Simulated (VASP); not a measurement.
Here is a VASP 6.6.1 calculation.

Contents of POSCAR:

```
Au
1.0
    2.8794235775      0.0000000000      0.0000000000
   -1.4397117887      2.4936539664      0.0000000000
    0.0000000000      0.0000000000      4.9101233381
Au
2
Direct
    0.3333333333      0.6666666667      0.2500000000
    0.6666666667      0.3333333333      0.7500000000
```

Contents of INCAR.step1:

```
  PREC = Accurate
  ENCUT = 520
  ISMEAR = 0
  SIGMA = 0.1
  LREAL = False
  LASPH = True
  NELM = 100
  NBANDS = 18
  GGA = PE
  ALGO = Normal
  EDIFF = 1E-4
  LWAVE = True
  LCHARG = False
```

Contents of INCAR.step2:

```
  PREC = Accurate
  ENCUT = 520
  EDIFF = 1E-7
  ISMEAR = 0
  SIGMA = 0.1
  LREAL = False
  LASPH = True
  NELM = 100
  ALGO = Normal
  ISIF = 2
  LWAVE = False
  LCHARG = False
  METAGGA = R2SCAN
  LMIXTAU = True
  NBANDS = 18
  ISTART = 1
```

KPOINTS

```
Automatic mesh
0
Gamma
  12 12 6
```

Potentials or basis: VASP PAW PBE potentials, release 64 (Au).

Command:

```sh
$ cat potpaw_PBE.64/Au/POTCAR > POTCAR
$ cp INCAR.step1 INCAR
$ mpirun -np 1 vasp_std > vasp.out
$ cp INCAR.step2 INCAR
$ mpirun -np 1 vasp_std > vasp.out
```

Problem. Estimate the band gap on the k mesh.

Solution. Zero (bands 11 and 12 overlap by 7.16 eV).

Problem. Predict the pressure.

Solution. 0.3 GPa.

Stress tensor (GPa, compression positive):
```
0.36 0.00 0.00
0.00 0.36 0.00
0.00 0.00 0.04
```

Caveat: the PAW data sets were made with another functional, which shifts forces and pressure a little; spin-orbit coupling is left out, which moves the levels of the heavy elements.
